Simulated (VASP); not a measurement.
Input of a VASP 6.6.1 run:

INCAR

```
  ALGO = Normal
  EDIFF = 1E-6
  ENCUT = 520
  GGA = PE
  ISIF = 2
  ISMEAR = 0
  ISPIN = 2
  LASPH = T
  LCHARG = F
  LMAXMIX = 4
  LORBIT = 11
  LREAL = F
  LWAVE = F
  MAGMOM = 0 1 0 0 0 0 0 0 0 0
  NBANDS = 43
  NELM = 150
  PREC = Accurate
  SIGMA = 0.1
```

File KPOINTS:

```
k-points
0
Gamma
  4 4 4
```

File POSCAR:

```
AgIrC4N4
1.0
    6.1040758750      0.0000000000      0.0000000000
    0.0000000000      6.1040758750      0.0000000000
    0.0000000000      0.0000000000      6.1040758750
Ag Ir C N
1 1 4 4
Direct
    0.0000000000      0.0000000000      0.0000000000
    0.5000000000      0.5000000000      0.5000000000
    0.2025858103      0.2025858103      0.2025858103
    0.2025858103      0.7974141897      0.7974141897
    0.7974141897      0.2025858103      0.7974141897
    0.7974141897      0.7974141897      0.2025858103
    0.3143184189      0.3143184189      0.3143184189
    0.3143184189      0.6856815811      0.6856815811
    0.6856815811      0.3143184189      0.6856815811
    0.6856815811      0.6856815811      0.3143184189
```

Potentials or basis: VASP PAW PBE potentials, release 64 (Ag, Ir, C, N).

Launch:

```sh
$ cat potpaw_PBE.64/Ag/POTCAR potpaw_PBE.64/Ir/POTCAR potpaw_PBE.64/C/POTCAR potpaw_PBE.64/N/POTCAR > POTCAR
$ mpirun -np 1 vasp_std > vasp.out
```

Q: What does it give for the pressure?

A: 0.6 GPa.

Q: What does it give for the largest force?

A: 0.277 eV/Å.

Q: Estimate the net moment.

A: 2.00 μB per cell.

Q: Estimate the band gap on the k mesh.

A: Zero (filled and empty bands overlap).

Forces in eV/Å, atoms in the order of the input:
```
Ag   0.000  0.000  0.000
Ir   0.000  0.000  0.000
C   -0.160 -0.160 -0.160
C   -0.160  0.160  0.160
C    0.160 -0.160  0.160
C    0.160  0.160 -0.160
N    0.117  0.117  0.117
N    0.117 -0.117 -0.117
N   -0.117  0.117 -0.117
N   -0.117 -0.117  0.117
```

Caveat: spin-orbit coupling is left out, which moves the levels of the heavy elements.
